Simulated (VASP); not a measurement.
# CaO in VASP: notebook, part 2 of 2

VASP 6.6.1.

## 4. Single point, PBE-based screened hybrid with 25 % exact exchange

File POSCAR:

```
CaO
1.0
    0.0000000000      2.4035556950      2.4035556950
    2.4035556950      0.0000000000      2.4035556950
    2.4035556950      2.4035556950      0.0000000000
Ca O
1 1
Direct
    0.0000000000      0.0000000000      0.0000000000
    0.5000000000      0.5000000000      0.5000000000
```

File INCAR.step1:

```
  PREC = Accurate
  ENCUT = 520
  EDIFF = 1E-5
  ISMEAR = -1
  SIGMA = 0.05
  LREAL = F
  LASPH = T
  NELM = 120
  ALGO = Normal
  ISIF = 2
  LWAVE = T
  LCHARG = F
  GGA = PE
  NBANDS = 15
  GGA_COMPAT = F
```

File INCAR.step2:

```
  PREC = Accurate
  ENCUT = 520
  EDIFF = 1E-6
  ISMEAR = -1
  SIGMA = 0.05
  LREAL = F
  LASPH = T
  NELM = 120
  ALGO = Normal
  ISIF = 2
  LWAVE = F
  LCHARG = F
  GGA = PE
  LHFCALC = T
  AEXX = 0.25
  HFSCREEN = 0.3
  PRECFOCK = Normal
  ISTART = 1
  NBANDS = 15
  GGA_COMPAT = F
```

File KPOINTS:

```
Automatic mesh
0
Gamma
  5 5 5
```

Potentials or basis: VASP PAW PBE potentials, release 64 (Ca_sv, O).

Run with:

```sh
> cat potpaw_PBE.64/Ca_sv/POTCAR potpaw_PBE.64/O/POTCAR > POTCAR
> cp INCAR.step1 INCAR
> mpirun -np 1 vasp_std > vasp.out
> cp INCAR.step2 INCAR
> mpirun -np 1 vasp_std > vasp.out
```

OUTCAR:

```text
PREC = Accurate
   ENCUT = 520
   EDIFF = 1E-6
   ISMEAR = -1
   LREAL = F
   LASPH = T
   NELM = 120
   ISIF = 2
   GGA = PE
   LHFCALC = T
   AEXX = 0.25
   HFSCREEN = 0.3
   PRECFOCK = Normal
   ISTART = 1

 ion  position               nearest neighbor table
   1  0.000  0.000  0.000-   2 2.40   2 2.40   2 2.40   2 2.40   2 2.40   2 2.40
   2  0.500  0.500  0.500-   1 2.40   1 2.40   1 2.40   1 2.40   1 2.40   1 2.40

  LATTYP: Found a face centered cubic cell.
 ALAT       =     4.8071113900

  Lattice vectors:

 A1 = (   0.0000000000,   2.4035556950,   2.4035556950)
 A2 = (   2.4035556950,   0.0000000000,   2.4035556950)
 A3 = (   2.4035556950,   2.4035556950,   0.0000000000)

Analysis of symmetry for initial positions (statically):
=====================================================================
 Subroutine PRICEL returns:
 Original cell was already a primitive cell.

 Routine SETGRP: Setting up the symmetry group for a
 face centered cubic supercell.

 Subroutine GETGRP returns: Found 48 space group operations
 (whereof 48 operations were pure point group operations)
 out of a pool of 48 trial point group operations.

The static configuration has the point symmetry O_h .

Analysis of symmetry for dynamics (positions and initial velocities):
=====================================================================
 Subroutine PRICEL returns:
 Original cell was already a primitive cell.

 Routine SETGRP: Setting up the symmetry group for a
 face centered cubic supercell.

 Subroutine GETGRP returns: Found 48 space group operations
 (whereof 48 operations were pure point group operations)
 out of a pool of 48 trial point group operations.

The dynamic configuration has the point symmetry O_h .

 Subroutine INISYM returns: Found 48 space group operations
 (whereof 48 operations are pure point group operations),
 and found     1 'primitive' translations

----------------------------------------------------------------------------------------

[... 113 lines left out ...]
   IVDW    =     0    specifies the selected vdW correction
   LEPSILON=     F    determine dielectric tensor
   LRPA    =     F    only Hartree local field effects (RPA)
 non-spin polarized calculation
  energy-cutoff  :      520.00
  volume of cell :       27.77
 maximum number of plane-waves:       763
 NGX is ok and might be reduce to    28
  NGX = 20; NGY = 20; NGZ = 20

 number of electron      15.9999997 magnetization

 Free energy of the ion-electron system (eV)
  ---------------------------------------------------
  ext. energy  EPLUGINS =         0.00000000
  ---------------------------------------------------
  free energy    TOTEN  =       -14.63887039 eV

  energy without entropy =      -14.63887039  energy(sigma->0) =      -14.63887039

 E-fermi :   2.4447     XC(G=0):  -8.7620

 val. band max:        1.4309219034   @ k =   0.0000   0.0000   0.0000
 cond. band min:       6.6698760078   @ k =   0.4000   0.4000   0.0000
 fundamental gap:      5.2389541045
 Fermi energy:         2.4447371876

 k-point     1 :       0.0000    0.0000    0.0000
  band No.  band energies     occupation
      1     -38.7013      2.00000
      2     -18.0068      2.00000
      3     -18.0068      2.00000
      4     -18.0068      2.00000
      5     -15.5616      2.00000
      6       1.4309      2.00000
      7       1.4309      2.00000
      8       1.4309      2.00000
      9       7.4121      0.00000
     10       9.3377      0.00000
     11       9.3377      0.00000
     12       9.3377      0.00000
     13      10.9647      0.00000
     14      10.9647      0.00000
[... 149 lines left out ...]
      2     -18.7640      2.00000
      3     -18.3534      2.00000
      4     -18.2476      2.00000
      5     -14.7489      2.00000
      6      -0.2660      2.00000
      7       0.3339      2.00000
      8       0.4895      2.00000
      9       8.6113      0.00000
     10      10.3400      0.00000
     11      11.7849      0.00000
     12      12.6758      0.00000
     13      13.4013      0.00000
     14      15.7635      0.00000
     15      17.4844      0.00000

------------------------ aborting loop because EDIFF is reached ----------------------------------------

  FORCE on cell =-STRESS in cart. coord.  units (eV):
  Direction    XX          YY          ZZ          XY          YZ          ZX
  --------------------------------------------------------------------------------------
  -------------------------------------------------------------------------------------
  Total        0.0271897      0.0271897      0.0271897      0.0000000     -0.0000000     -0.0000000
  in kB        1.5686345      1.5686345      1.5686345      0.0000000     -0.0000000     -0.0000000
  external PRESSURE =       1.5686345 kB  Pullay stress =       0.0000000 kB

 VOLUME and BASIS-vectors are now :
 -----------------------------------------------------------------------------
  energy-cutoff  :      520.00
  volume of cell :       27.77
      direct lattice vectors                 reciprocal lattice vectors
     0.000000000  2.403555695  2.403555695    -0.208025136  0.208025136  0.208025136
     2.403555695  0.000000000  2.403555695     0.208025136 -0.208025136  0.208025136
     2.403555695  2.403555695  0.000000000     0.208025136  0.208025136 -0.208025136

 POSITION                                       TOTAL-FORCE (eV/Angst)
 -----------------------------------------------------------------------------------
      0.00000      0.00000      0.00000        -0.000000      0.000000      0.000000
      2.40356      2.40356      2.40356         0.000000     -0.000000      0.000000
 -----------------------------------------------------------------------------------
    total drift:                               -0.000000     -0.000000     -0.000000

  FREE ENERGIE OF THE ION-ELECTRON SYSTEM (eV)
  ---------------------------------------------------
  free  energy   TOTEN  =       -14.6388703917 eV

  energy  without entropy=      -14.6388703916  energy(sigma->0) =      -14.63887039
```

OUTCAR.step1:

```text
PREC = Accurate
   ENCUT = 520
   EDIFF = 1E-5
   ISMEAR = -1
   LREAL = F
[... 385 lines left out ...]
      0.00000      0.00000      0.00000        -0.000000     -0.000000      0.000000
      2.40356      2.40356      2.40356         0.000000      0.000000     -0.000000
 -----------------------------------------------------------------------------------
    total drift:                                0.000000      0.000000      0.000000

  FREE ENERGIE OF THE ION-ELECTRON SYSTEM (eV)
  ---------------------------------------------------
  free  energy   TOTEN  =       -12.8006936257 eV

  energy  without entropy=      -12.8006936257  energy(sigma->0) =      -12.80069363
```

OSZICAR.step1:

```text
N       E                     dE             d eps       ncg     rms          rms(c)
DAV:   1     0.116148439642E+03    0.11615E+03   -0.86387E+03   300   0.110E+03
DAV:   2    -0.952776506525E+01   -0.12568E+03   -0.11761E+03   349   0.282E+02
DAV:   3    -0.143675922265E+02   -0.48398E+01   -0.48084E+01   356   0.571E+01
DAV:   4    -0.145117820443E+02   -0.14419E+00   -0.14412E+00   426   0.884E+00
DAV:   5    -0.145131118458E+02   -0.13298E-02   -0.13298E-02   350   0.829E-01    0.856E+00
DAV:   6    -0.128761608115E+02    0.16370E+01   -0.51158E+00   314   0.220E+01    0.358E+00
DAV:   7    -0.128041895718E+02    0.71971E-01   -0.41393E-01   342   0.661E+00    0.180E+00
DAV:   8    -0.128015993571E+02    0.25902E-02   -0.75515E-02   370   0.296E+00    0.424E-01
DAV:   9    -0.128000642327E+02    0.15351E-02   -0.46455E-03   314   0.569E-01    0.110E-01
DAV:  10    -0.128007169106E+02   -0.65268E-03   -0.72973E-04   328   0.243E-01    0.420E-02
DAV:  11    -0.128006938869E+02    0.23024E-04   -0.49118E-05   387   0.818E-02    0.657E-03
DAV:  12    -0.128006936257E+02    0.26115E-06   -0.62743E-06   237   0.222E-02
   1 F= -.12800694E+02 E0= -.12800694E+02  d E =-.551114E-11
```

It took 10 min on 1 thread of AMD EPYC 7R13 (Zen 3), shared host; peak memory 0.23 GiB.

Results:

```yaml
Free_energy: -14.6389 eV
Pressure: 0.2 GPa
Band_gap_on_the_k_mesh: 5.24 eV (least direct gap 5.65 eV)
```

Caveat: the k points lie up to 0.45 Å⁻¹ apart; the PAW data sets were made with another functional, which shifts forces and pressure a little; an odd mesh through Γ misses points on the zone boundary, where band edges can lie.

## 5. Single point, PBE0+D3(BJ)

POSCAR is that of step 4.

File INCAR.step1:

```
PREC     = Accurate       # precision mode
ENCUT    = 520            # plane-wave cutoff, eV
EDIFF    = 1E-5           # SCF threshold, eV
ISMEAR   = 1              # smearing method
SIGMA    = 0.01           # smearing width, eV
LREAL    = False          # projectors in reciprocal space
LASPH    = True           # aspherical terms in the spheres
NELM     = 120            # most SCF steps
ALGO     = Normal         # electronic algorithm
ISIF     = 2              # what is computed and relaxed
LWAVE    = True           # write WAVECAR
GGA      = PE             # functional
NBANDS   = 15             # bands
GGA_COMPAT= False
```

File INCAR.step2:

```
PREC     = Accurate       # precision mode
ENCUT    = 520            # plane-wave cutoff, eV
EDIFF    = 1E-6           # SCF threshold, eV
ISMEAR   = 1              # smearing method
SIGMA    = 0.01           # smearing width, eV
LREAL    = False          # projectors in reciprocal space
LASPH    = True           # aspherical terms in the spheres
NELM     = 120            # most SCF steps
ALGO     = Normal         # electronic algorithm
ISIF     = 2              # what is computed and relaxed
LWAVE    = False          # write WAVECAR
LCHARG   = True           # write CHGCAR
GGA      = PE             # functional
LHFCALC  = True           # exact exchange
AEXX     = 0.25           # exact-exchange fraction
PRECFOCK = Normal       
IVDW     = 12             # dispersion correction
LELF     = True           # ELF
LVHAR    = True         
ISTART   = 1            
NBANDS   = 15             # bands
GGA_COMPAT= False
```

File KPOINTS:

```
Automatic mesh
0
Gamma
  6 6 6
```

Potentials or basis: VASP PAW PBE potentials, release 64 (Ca_sv, O).

Run with:

```sh
> cat potpaw_PBE.64/Ca_sv/POTCAR potpaw_PBE.64/O/POTCAR > POTCAR
> cp INCAR.step1 INCAR
> mpirun -np 1 vasp_std > vasp.out
> cp INCAR.step2 INCAR
> mpirun -np 1 vasp_std > vasp.out
```

OUTCAR:

```text
PREC = Accurate
   ENCUT = 520
   EDIFF = 1E-6
   ISMEAR = 1
   LREAL = False
   LASPH = True
   NELM = 120
   ISIF = 2
   GGA = PE
   LHFCALC = True
   AEXX = 0.25
   PRECFOCK = Normal
   IVDW = 12
   ISTART = 1
 IVDW          = 12

 ion  position               nearest neighbor table
   1  0.000  0.000  0.000-   2 2.40   2 2.40   2 2.40   2 2.40   2 2.40   2 2.40
   2  0.500  0.500  0.500-   1 2.40   1 2.40   1 2.40   1 2.40   1 2.40   1 2.40

  LATTYP: Found a face centered cubic cell.
 ALAT       =     4.8071113900

  Lattice vectors:

 A1 = (   0.0000000000,   2.4035556950,   2.4035556950)
 A2 = (   2.4035556950,   0.0000000000,   2.4035556950)
 A3 = (   2.4035556950,   2.4035556950,   0.0000000000)

Analysis of symmetry for initial positions (statically):
=====================================================================
 Subroutine PRICEL returns:
 Original cell was already a primitive cell.

 Routine SETGRP: Setting up the symmetry group for a
 face centered cubic supercell.

 Subroutine GETGRP returns: Found 48 space group operations
 (whereof 48 operations were pure point group operations)
 out of a pool of 48 trial point group operations.

The static configuration has the point symmetry O_h .

Analysis of symmetry for dynamics (positions and initial velocities):
=====================================================================
 Subroutine PRICEL returns:
 Original cell was already a primitive cell.

 Routine SETGRP: Setting up the symmetry group for a
 face centered cubic supercell.

 Subroutine GETGRP returns: Found 48 space group operations
 (whereof 48 operations were pure point group operations)
 out of a pool of 48 trial point group operations.

The dynamic configuration has the point symmetry O_h .

 Subroutine INISYM returns: Found 48 space group operations
 (whereof 48 operations are pure point group operations),
 and found     1 'primitive' translations

----------------------------------------------------------------------------------------
[... 122 lines left out ...]
   LRPA    =     F    only Hartree local field effects (RPA)
 non-spin polarized calculation
 Methfessel and Paxton  Order N= 1 SIGMA  =   0.01
  energy-cutoff  :      520.00
  volume of cell :       27.77
 maximum number of plane-waves:       757
 NGX is ok and might be reduce to    28
  NGX = 20; NGY = 20; NGZ = 20

 number of electron      15.9999997 magnetization

 Free energy of the ion-electron system (eV)
  ---------------------------------------------------
  ext. energy  EPLUGINS =         0.00000000
  ---------------------------------------------------
  free energy    TOTEN  =       -15.46091408 eV

  energy without entropy =      -15.46092235  energy(sigma->0) =      -15.46091683

 E-fermi :   0.8987     XC(G=0):  -8.2290

 val. band max:        0.8912737102   @ k =   0.0000   0.0000   0.0000
 cond. band min:       6.9381160530   @ k =   0.5000   0.5000   0.0000
 fundamental gap:      6.0468423428
 Fermi energy:         0.8986673583

 k-point     1 :       0.0000    0.0000    0.0000
  band No.  band energies     occupation
      1     -39.3363      2.00000
      2     -18.6158      2.00000
      3     -18.6158      2.00000
      4     -18.6158      2.00000
      5     -16.1730      2.00000
      6       0.8894      2.03172
      7       0.8897      2.02254
      8       0.8913      1.94574
      9       7.8391      0.00000
     10       9.8533      0.00000
     11       9.8533      0.00000
     12       9.8533      0.00000
     13      11.4850      0.00000
     14      11.4850      0.00000
[... 257 lines left out ...]
      2     -19.1567      2.00000
      3     -19.0654      2.00000
      4     -18.9578      2.00000
      5     -15.5426      2.00000
      6      -0.4598      2.00000
      7      -0.2789      2.00000
      8       0.0086      2.00000
      9       8.4266      0.00000
     10      11.3634      0.00000
     11      12.1710      0.00000
     12      13.6203      0.00000
     13      13.7033      0.00000
     14      16.7306      0.00000
     15      17.2321      0.00000

------------------------ aborting loop because EDIFF is reached ----------------------------------------

 Edisp (eV)   -0.60096

 E8    (eV) :    -0.3275

  FORCE on cell =-STRESS in cart. coord.  units (eV):
  Direction    XX          YY          ZZ          XY          YZ          ZX
  --------------------------------------------------------------------------------------
  -------------------------------------------------------------------------------------
  Total      -0.63293    -0.63293    -0.63293     0.00000     0.00000    -0.00000
  in kB     -36.51541   -36.51541   -36.51541     0.00000     0.00000    -0.00000
  external pressure =      -36.52 kB  Pullay stress =        0.00 kB

 VOLUME and BASIS-vectors are now :
 -----------------------------------------------------------------------------
  energy-cutoff  :      520.00
  volume of cell :       27.77
      direct lattice vectors                 reciprocal lattice vectors
     0.000000000  2.403555695  2.403555695    -0.208025136  0.208025136  0.208025136
     2.403555695  0.000000000  2.403555695     0.208025136 -0.208025136  0.208025136
     2.403555695  2.403555695  0.000000000     0.208025136  0.208025136 -0.208025136

 POSITION                                       TOTAL-FORCE (eV/Angst)
 -----------------------------------------------------------------------------------
      0.00000      0.00000      0.00000         0.000000     -0.000000      0.000000
      2.40356      2.40356      2.40356        -0.000000      0.000000     -0.000000
 -----------------------------------------------------------------------------------
    total drift:                                0.000000      0.000000      0.000000

  FREE ENERGIE OF THE ION-ELECTRON SYSTEM (eV)
  ---------------------------------------------------
  free  energy   TOTEN  =       -16.0618771798 eV

  energy  without entropy=      -16.0618854565  energy(sigma->0) =      -16.06187994
```

OUTCAR.step1:

```text
PREC = Accurate
   ENCUT = 520
   EDIFF = 1E-5
   ISMEAR = 1
   LREAL = False
[... 500 lines left out ...]
      0.00000      0.00000      0.00000         0.000000      0.000000      0.000000
      2.40356      2.40356      2.40356        -0.000000     -0.000000     -0.000000
 -----------------------------------------------------------------------------------
    total drift:                                0.000000      0.000000      0.000000

  FREE ENERGIE OF THE ION-ELECTRON SYSTEM (eV)
  ---------------------------------------------------
  free  energy   TOTEN  =       -12.8012412784 eV

  energy  without entropy=      -12.8012412784  energy(sigma->0) =      -12.80124128
```

Run time: 31 min. Hardware: 1 thread of AMD EPYC 7R13 (Zen 3), shared host; peak memory 0.15 GiB.

Results:

| Property | Result |
| --- | --- |
| Free energy | -16.0619 eV |
| Pressure | -3.7 GPa |
| Band gap on the k mesh | 6.05 eV (least direct gap 6.48 eV) |
| Dispersion energy per atom | -0.300 eV |

Caveat: the cell stands under tension; the PAW data sets were made with another functional, which shifts forces and pressure a little.

## 6. The runs side by side

```csv
level,cell,k mesh,cutoff (eV),smearing,grid for exact exchange (PRECFOCK),share of exact exchange,screening parameter,gap on the mesh (eV),pressure (GPa)
PBEsol,"a = 3.399, b = 3.399, c = 3.433 Å, angles 59.7, 59.7, 59.3°, 2 atoms",8 × 8 × 8,600,fermi-dirac 0.05 eV,-,-,-,3.50,-2.3
PBEsol,"a = 3.399, b = 3.399, c = 3.467 Å, angles 59.3, 59.3, 58.7°, 2 atoms",8 × 8 × 8,600,fermi-dirac 0.05 eV,-,-,-,3.45,-2.3
PBE-based screened hybrid with 25 % exact exchange,"a = 3.399 Å, angles 60.0°, 2 atoms",5 × 5 × 5,520,fermi-dirac 0.05 eV,Normal,0.25,0.3 1/Å,5.24,0.2
PBE0+D3(BJ),"a = 3.399 Å, angles 60.0°, 2 atoms",6 × 6 × 6,520,methfessel-paxton 0.01 eV,Normal,0.25,-,6.05,-3.7
```

Alike in all rows: task single point; potentials or basis VASP PAW PBE potentials, release 64 (Ca_sv, O); no spin polarisation.

Caveats: some runs use coarse meshes; the PAW data sets were made with another functional, which shifts forces and pressure a little; an odd mesh through Γ misses points on the zone boundary, where band edges can lie (at least some runs); the cell stands under tension (at least some runs).

Absolute energies hang on the potentials; compare differences alone.
